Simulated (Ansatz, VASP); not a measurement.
ZnO: VASP beside Ansatz

```xyz
4
Lattice="3.3324 0.0000 0.0000 -1.6662 2.8859 0.0000 0.0000 0.0000 5.3673" Properties=species:S:1:pos:R:3 pbc="T T T"
Zn    0.0000    1.9240   -0.0126
Zn    1.6662    0.9620    2.6710
O     0.0000    1.9240    2.0253
O     1.6662    0.9620    4.7090
```

Change from the starting cell: hydrostatic strain +3.0%.

Alike in both runs: task single point; functional PBE; k mesh 12 × 12 × 6; occupations fermi-dirac, width 0.02 eV; no spin polarisation.

|  | VASP | Ansatz |
| --- | --- | --- |
| version | VASP 6.6.1 | Ansatz 0.2.0 |
| potentials or method | VASP PAW PBE potentials, release 64 (Zn, O) | plane waves, PAW |
| plane-wave cutoff (eV) | 520 | 420 |
| valence electrons in the cell | 36 | 36 |

Ansatz gave:

| Quantity | Value |
| --- | --- |
| pressure (GPa) | -5.3 |
| traceless stress, the component that is largest in VASP (GPa) | 0.18 |

**Question.** Which values does VASP return?

**Answer.** Pressure (GPa): -4.6; traceless stress, the component that is largest in VASP (GPa): 0.16.
